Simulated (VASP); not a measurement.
# K3I2Br (P-3m1) in VASP: notebook

The runs below take K3I2Br through relaxation of the atoms, with LDA.

Program: VASP 6.6.1. These are calculated values, not measurements. Logs are shortened: lines on timing, memory, paths and dates and some standing lists are left out, and cuts for length are marked.

### Step 1. The cell of the first run

The structure is trigonal, space group P-3m1 (No. 164). Conventional cell: a = 4.947 Å, b = 4.947 Å, c = 11.105 Å, α = 90.00°, β = 90.00°, γ = 120.00°. Within 4.5 Å of K (site symmetry -3m) lie 6 I at 3.45 Å. K (site symmetry 3m) has 3 Br at 3.31 Å and 3 I at 3.45 Å and 3 K at 4.39 Å within 4.4 Å. I (site symmetry 3m) has 6 K at 3.45 Å and 3 Br at 4.60 Å and 9 I at 4.82 to 4.95 Å within 5.0 Å. Br (site symmetry -3m) has 6 K at 3.31 Å within 4.3 Å.

### Step 2. Relaxation of the atoms, LDA

INCAR reads:

```
SYSTEM = K3I2Br
PREC = Accurate ; ENCUT = 520
EDIFF = 1E-6 ; ISMEAR = 0
SIGMA = 0.05 ; LREAL = .FALSE.
LASPH = .TRUE. ; NELM = 80
ALGO = Normal ; ISIF = 2
LWAVE = .FALSE. ; LCHARG = .FALSE.
IBRION = 2 ; NSW = 50
EDIFFG = -0.01
```

KPOINTS reads:

```
Automatic mesh
0
G
  6 6 2
  0 0 0
```

POSCAR reads:

```
K3I2Br
1.0
    4.9466000000      0.0000000000      0.0000000000
   -2.4733000000      4.2838812624      0.0000000000
    0.0000000000      0.0000000000     11.1053000000
K I Br
3 2 1
Direct
    0.0000000000      0.0000000000      0.5000000000
    0.3333333333      0.6666666667      0.1500969033
    0.6666666667      0.3333333333      0.8499030967
    0.3333333333      0.6666666667      0.6750221222
    0.6666666667      0.3333333333      0.3249778778
    0.0000000000      0.0000000000      0.0000000000
```

Potentials or basis: VASP PAW LDA potentials, release 64 (K_sv, I, Br).

Started as:

```bash
$ cat potpaw_LDA.64/K_sv/POTCAR potpaw_LDA.64/I/POTCAR potpaw_LDA.64/Br/POTCAR > POTCAR
$ mpirun -np 1 vasp_std > vasp.out
```

OUTCAR:

```text
SYSTEM = K3I2Br
   PREC = Accurate
   ENCUT = 520
   EDIFF = 1E-6
   ISMEAR = 0
   LREAL = .FALSE.
   LASPH = .TRUE.
   NELM = 80
   ISIF = 2
   IBRION = 2
   NSW = 50
   EDIFFG = -0.01

 ion  position               nearest neighbor table
   1  0.000  0.000  0.500-   4 3.45   5 3.45   5 3.45   4 3.45   5 3.45   4 3.45
   2  0.333  0.667  0.150-   5 3.45   5 3.45   5 3.45
   3  0.667  0.333  0.850-   4 3.45   4 3.45   4 3.45
   4  0.333  0.667  0.675-   3 3.45   3 3.45   3 3.45   1 3.45   1 3.45   1 3.45
   5  0.667  0.333  0.325-   2 3.45   2 3.45   2 3.45   1 3.45   1 3.45   1 3.45
   6  0.000  0.000  0.000-

  LATTYP: Found a hexagonal cell.
 ALAT       =     4.9466000000
 C/A-ratio  =     2.2450369951

  Lattice vectors:

 A1 = (   4.9466000000,   0.0000000000,   0.0000000000)
 A2 = (  -2.4733000000,   4.2838812624,   0.0000000000)
 A3 = (   0.0000000000,   0.0000000000,  11.1053000000)

Analysis of symmetry for initial positions (statically):
=====================================================================
 Subroutine PRICEL returns:
 Original cell was already a primitive cell.

 Routine SETGRP: Setting up the symmetry group for a
 hexagonal supercell.

 Subroutine GETGRP returns: Found 12 space group operations
 (whereof 12 operations were pure point group operations)
 out of a pool of 24 trial point group operations.

The static configuration has the point symmetry D_3d.

Analysis of symmetry for dynamics (positions and initial velocities):
=====================================================================
 Subroutine PRICEL returns:
 Original cell was already a primitive cell.

 Routine SETGRP: Setting up the symmetry group for a
 hexagonal supercell.

 Subroutine GETGRP returns: Found 12 space group operations
 (whereof 12 operations were pure point group operations)
 out of a pool of 24 trial point group operations.

The dynamic configuration has the point symmetry D_3d.

 Subroutine INISYM returns: Found 12 space group operations
 (whereof 12 operations are pure point group operations),
 and found     1 'primitive' translations

----------------------------------------------------------------------------------------

[... 88 lines left out ...]
   NELM   =     80;   NELMIN=  2; NELMDL= -5     # of ELM steps
   EDIFF  = 0.1E-05   stopping-criterion for ELM
   LREAL  =      F    real-space projection
   EDIFFG = -.1E-01   stopping-criterion for IOM
   NSW    =     50    number of steps for IOM
   IBRION =      2    ionic relax: 0-MD 1-quasi-New 2-CG
   NFREE  =      1    steps in history (QN), initial steepest desc. (CG)
   ISIF   =      2    stress and relaxation
   ISYM   =      2    0-nonsym 1-usesym 2-fastsym
   POTIM  = 0.5000    time-step for ionic-motion
   TEBEG  =    0.0;   TEEND  =   0.0 temperature during run
   PSTRESS=    0.0 pullay stress
   NELECT =      48.0000    total number of electrons
   NUPDOWN=      -1.0000    fix difference up-down
   EMIN   =  10.00;   EMAX   =-10.00  energy-range for DOS
   EFERMI =   0.00;   METHOD = LEGACY
   ISMEAR =     0;   SIGMA  =   0.05  broadening in eV -4-tet -1-fermi 0-gaus
   EFERMI_NEDOS =   21; number of points for ismear=-14 and -15
   IALGO  =     38    algorithm
   IMIX   =      4    mixing-type and parameters
     AMIX     =   0.40;   BMIX     =  1.00
     AMIX_MAG =   1.60;   BMIX_MAG =  1.00
  volume/ion in A,a.u.               =      39.22       264.68
  Fermi-wavevector in a.u.,A,eV,Ry     =   0.963675  1.821081 12.635305  0.928669
  Thomas-Fermi vector in A             =   2.093240
   LORBIT       =      0    0 simple, 1 ext, 2 COOP (PROOUT), +10 PAW based schemes
   GGA     = CA    functional components
   LHFCALC =     F    Hartree Fock is set to
   AEXX    =    0.0000 exact exchange contribution
   IVDW    =     0    specifies the selected vdW correction
   LEPSILON=     F    determine dielectric tensor
   LRPA    =     F    only Hartree local field effects (RPA)
 conjugate gradient relaxation of ions
 non-spin polarized calculation
 Gauss-broadening in eV      SIGMA  =   0.05
  energy-cutoff  :      520.00
  volume of cell :      235.33
 maximum number of plane-waves:      6352
 NGX is ok and might be reduce to    40
   NGX = 19   NGY = 19   NGZ = 41

 number of electron      47.9999998 magnetization

 Free energy of the ion-electron system (eV)
  ---------------------------------------------------
  ext. energy  EPLUGINS =         0.00000000
  ---------------------------------------------------
  free energy    TOTEN  =       -19.07668164 eV

  energy without entropy =      -19.07668164  energy(sigma->0) =      -19.07668164

 E-fermi :  -0.3456     XC(G=0):  -7.9157

 val. band max:       -0.5776748033   @ k =   0.0000   0.0000   0.0000
 cond. band min:       3.0954391472   @ k =   0.0000   0.0000   0.0000
 fundamental gap:      3.6731139505
 Fermi energy:        -0.3456037442

 k-point     1 :       0.0000    0.0000    0.0000
  band No.  band energies     occupation
      1     -28.6073      2.00000
      2     -28.6010      2.00000
      3     -28.5511      2.00000
      4     -13.5253      2.00000
      5     -12.4982      2.00000
      6     -12.3409      2.00000
[... 423 lines left out ...]
     27       5.8020      0.00000
     28       5.9536      0.00000

------------------------ aborting loop because EDIFF is reached ----------------------------------------

  FORCE on cell =-STRESS in cart. coord.  units (eV):
  Direction    XX          YY          ZZ          XY          YZ          ZX
  --------------------------------------------------------------------------------------
  -------------------------------------------------------------------------------------
  Total       -1.5720685     -1.5720685     -0.6195244     -0.0000000      0.0000000      0.0000000
  in kB      -10.7030492    -10.7030492     -4.2178823     -0.0000000      0.0000000      0.0000000
  external PRESSURE =      -8.5413269 kB  Pullay stress =       0.0000000 kB

 VOLUME and BASIS-vectors are now :
 -----------------------------------------------------------------------------
  energy-cutoff  :      520.00
  volume of cell :      235.33
      direct lattice vectors                 reciprocal lattice vectors
     4.946600000  0.000000000  0.000000000     0.202159059  0.116716587  0.000000000
    -2.473300000  4.283881262  0.000000000     0.000000000  0.233433174  0.000000000
     0.000000000  0.000000000 11.105300000     0.000000000  0.000000000  0.090047095

 POSITION                                       TOTAL-FORCE (eV/Angst)
 -----------------------------------------------------------------------------------
      0.00000      0.00000      5.55265         0.000000      0.000000      0.000000
     -0.00000      2.85592      1.66687        -0.000000      0.000000     -0.007899
      2.47330      1.42796      9.43843        -0.000000      0.000000      0.007899
     -0.00000      2.85592      7.49632         0.000000      0.000000      0.005021
      2.47330      1.42796      3.60898        -0.000000      0.000000     -0.005021
      0.00000      0.00000      0.00000         0.000000      0.000000      0.000000
 -----------------------------------------------------------------------------------
    total drift:                                0.000000     -0.000000      0.000000

  FREE ENERGIE OF THE ION-ELECTRON SYSTEM (eV)
  ---------------------------------------------------
  free  energy   TOTEN  =       -19.0766816428 eV

  energy  without entropy=      -19.0766816428  energy(sigma->0) =      -19.07668164

 reached required accuracy - stopping structural energy minimisation
```

OSZICAR:

```text
N       E                     dE             d eps       ncg     rms          rms(c)
DAV:   1     0.356847456215E+03    0.35685E+03   -0.20581E+04   784   0.146E+03
DAV:   2     0.113249176186E+02   -0.34552E+03   -0.33870E+03  1080   0.377E+02
DAV:   3    -0.184202065631E+02   -0.29745E+02   -0.29692E+02  1120   0.891E+01
DAV:   4    -0.194117604296E+02   -0.99155E+00   -0.99010E+00  1180   0.194E+01
DAV:   5    -0.194623318269E+02   -0.50571E-01   -0.50563E-01  1228   0.292E+00    0.616E+00
DAV:   6    -0.191279842903E+02    0.33435E+00   -0.58862E-01   888   0.330E+00    0.431E+00
DAV:   7    -0.190798212137E+02    0.48163E-01   -0.59190E-01   900   0.317E+00    0.120E+00
DAV:   8    -0.190755965991E+02    0.42246E-02   -0.12552E-01   908   0.185E+00    0.297E-01
DAV:   9    -0.190765094824E+02   -0.91288E-03   -0.10306E-02  1236   0.424E-01    0.157E-01
DAV:  10    -0.190766478921E+02   -0.13841E-03   -0.47089E-04  1124   0.119E-01    0.646E-02
DAV:  11    -0.190766786045E+02   -0.30712E-04   -0.87889E-05  1072   0.502E-02    0.169E-02
DAV:  12    -0.190766816960E+02   -0.30915E-05   -0.15423E-05   960   0.229E-02    0.140E-02
DAV:  13    -0.190766816428E+02    0.53125E-07   -0.39812E-06   780   0.115E-02
   1 F= -.19076682E+02 E0= -.19076682E+02  d E =-.190767E+02
```

Run time: 2.6 min. Hardware: 1 thread of AMD EPYC 7R32 (Zen 2), shared host; peak memory 0.3 GiB.

What came out:

```
Free energy                  : -19.0767 eV
Pressure after relaxing      : -0.9 GPa
Largest force after relaxing : 0.008 eV/Å
Band gap on the k mesh       : 3.67 eV
```

Forces on the atoms (eV/Å):
```
K    0.000  0.000  0.000
K    0.000  0.000 -0.008
K    0.000  0.000  0.008
I    0.000  0.000  0.005
I    0.000  0.000 -0.005
Br   0.000  0.000  0.000
```

Stress tensor (GPa, compression positive):
```
-1.07  0.00  0.00
 0.00 -1.07  0.00
 0.00  0.00 -0.42
```

Final structure:
```
K I Br
1.0
     4.94660    0.00000    0.00000
    -2.47330    4.28388    0.00000
     0.00000    0.00000   11.10530
K I Br
3 2 1
Direct
  0.00000 0.00000 0.50000
  0.33333 0.66667 0.15010
  0.66667 0.33333 0.84990
  0.33333 0.66667 0.67502
  0.66667 0.33333 0.32498
  0.00000 0.00000 0.00000
```

Levels at points of the mesh, in eV from the valence-band top:
```tsv
k point	band 22	band 23	band 24	band 25	band 26	band 27
(0.00, 0.00, 0.00)	-0.05	-0.05	0.00	3.67	5.21	5.27
(0.50, 0.00, 0.00)	-0.40	-0.38	-0.36	4.71	5.68	5.75
(0.00, 0.00, 0.50)	-0.27	-0.09	-0.09	4.33	4.54	5.40
(0.50, 0.00, 0.50)	-0.40	-0.37	-0.34	5.13	5.25	5.48
```

Caveat: the relaxation stopped at its first step, so nothing moved; spin-orbit coupling is left out, which moves the levels of the heavy elements.

### Step 3. Relaxation of the atoms, LDA

This run uses another cell than the first one, of 38.93 Å³/atom.

INCAR reads:

```
SYSTEM = K3I2Br
PREC     = Accurate       ! precision mode
ENCUT    = 520            ! plane-wave cutoff, eV
EDIFF    = 1E-6           ! SCF threshold, eV
ISMEAR   = 0              ! smearing method
SIGMA    = 0.05           ! smearing width, eV
LREAL    = .False.        ! projectors in reciprocal space
LASPH    = .True.         ! aspherical terms in the spheres
NELM     = 80             ! most SCF steps
ALGO     = Normal         ! electronic algorithm
ISIF     = 2              ! what is computed and relaxed
LWAVE    = .False.        ! write WAVECAR
LCHARG   = .False.        ! write CHGCAR
GGA      = CA             ! functional
IBRION   = 2              ! ionic algorithm
NSW      = 50             ! ionic steps
EDIFFG   = -0.01          ! ionic threshold
```

KPOINTS reads:

```
regular mesh
0
Gamma
  6 6 2
  0 0 0
```

POSCAR: that of step 2 with these lines changed.

```diff
@@ -2,5 +2,5 @@
 1.0
-    4.9466000000      0.0000000000      0.0000000000
-   -2.4733000000      4.2838812624      0.0000000000
-    0.0000000000      0.0000000000     11.1053000000
+    4.8288000000      0.0000000000      0.0000000000
+   -2.4144000000      4.1818634698      0.0000000000
+    0.0000000000      0.0000000000     11.5680398841
 K I Br
```

Potentials or basis: VASP PAW LDA potentials, release 64 (K_sv, I, Br).

Started as:

```bash
$ cat potpaw_LDA.64/K_sv/POTCAR potpaw_LDA.64/I/POTCAR potpaw_LDA.64/Br/POTCAR > POTCAR
$ mpirun -np 1 vasp_std > vasp.out
```

OUTCAR:

```text
SYSTEM = K3I2Br
   PREC = Accurate
   ENCUT = 520
   EDIFF = 1E-6
   ISMEAR = 0
   LREAL = .False.
   LASPH = .True.
   NELM = 80
   ISIF = 2
   GGA = CA
   IBRION = 2
   NSW = 50
   EDIFFG = -0.01

 ion  position               nearest neighbor table
   1  0.000  0.000  0.500-   4 3.45   5 3.45   5 3.45   4 3.45   5 3.45   4 3.45
   2  0.333  0.667  0.150-   6 3.28   6 3.28   6 3.28   5 3.44   5 3.44   5 3.44
   3  0.667  0.333  0.850-   6 3.28   6 3.28   6 3.28   4 3.44   4 3.44   4 3.44
   4  0.333  0.667  0.675-   3 3.44   3 3.44   3 3.44   1 3.45   1 3.45   1 3.45
[... 633 lines left out ...]
  Total       -1.1349214     -1.1349214     -0.8315292      0.0000000      0.0000000      0.0000000
  in kB       -7.7840839     -7.7840839     -5.7032085      0.0000000      0.0000000      0.0000000
  external PRESSURE =      -7.0904588 kB  Pullay stress =       0.0000000 kB

 VOLUME and BASIS-vectors are now :
 -----------------------------------------------------------------------------
  energy-cutoff  :      520.00
  volume of cell :      233.60
      direct lattice vectors                 reciprocal lattice vectors
     4.828800000  0.000000000  0.000000000     0.207090789  0.119563923  0.000000000
    -2.414400000  4.181863470  0.000000000     0.000000000  0.239127845  0.000000000
     0.000000000  0.000000000 11.568039884     0.000000000  0.000000000  0.086445068

 POSITION                                       TOTAL-FORCE (eV/Angst)
 -----------------------------------------------------------------------------------
      0.00000      0.00000      5.78402         0.000000      0.000000      0.000000
     -0.00000      2.78791      1.73633         0.000000     -0.000000      0.008140
      2.41440      1.39395      9.83171        -0.000000      0.000000     -0.008140
     -0.00000      2.78791      7.80868        -0.000000     -0.000000      0.002464
      2.41440      1.39395      3.75936        -0.000000      0.000000     -0.002464
      0.00000      0.00000      0.00000         0.000000      0.000000      0.000000
 -----------------------------------------------------------------------------------
    total drift:                               -0.000000      0.000000     -0.000000

  FREE ENERGIE OF THE ION-ELECTRON SYSTEM (eV)
  ---------------------------------------------------
  free  energy   TOTEN  =       -19.1126711240 eV

  energy  without entropy=      -19.1126711240  energy(sigma->0) =      -19.11267112

 reached required accuracy - stopping structural energy minimisation
```

It took 74 s on 1 thread of Intel Xeon Platinum 8259CL at 2.50GHz (Skylake/Cascade Lake), shared host; peak memory 0.31 GiB.

What came out:

| Item | Value |
| --- | --- |
| Free energy | -19.1127 eV |
| Pressure after relaxing | -0.7 GPa |
| Largest force after relaxing | 0.008 eV/Å |
| Band gap on the k mesh | 3.67 eV |

Forces on the atoms (eV/Å):
```
K    0.000  0.000  0.000
K    0.000  0.000  0.008
K    0.000  0.000 -0.008
I    0.000  0.000  0.002
I    0.000  0.000 -0.002
Br   0.000  0.000  0.000
```

Stress tensor (GPa, compression positive):
```
-0.78  0.00  0.00
 0.00 -0.78  0.00
 0.00  0.00 -0.57
```

Final structure:
```
K I Br
1.0
     4.82880    0.00000    0.00000
    -2.41440    4.18186    0.00000
     0.00000    0.00000   11.56804
K I Br
3 2 1
Direct
  0.00000 0.00000 0.50000
  0.33333 0.66667 0.15010
  0.66667 0.33333 0.84990
  0.33333 0.66667 0.67502
  0.66667 0.33333 0.32498
  0.00000 0.00000 0.00000
```

Levels at points of the mesh, in eV from the valence-band top:
```
           k point  band 22  band 23  band 24  band 25  band 26  band 27
(0.00, 0.00, 0.00)    -0.13     0.00     0.00     3.67     5.25     5.25
(0.50, 0.00, 0.00)    -0.46    -0.36    -0.35     4.68     5.64     5.69
(0.00, 0.00, 0.50)    -0.20    -0.03    -0.03     4.27     4.54     5.43
(0.50, 0.00, 0.50)    -0.47    -0.36    -0.35     5.08     5.18     5.44
```

Caveat: the relaxation stopped at its first step, so nothing moved; spin-orbit coupling is left out, which moves the levels of the heavy elements.

[end of part 1 of 2]
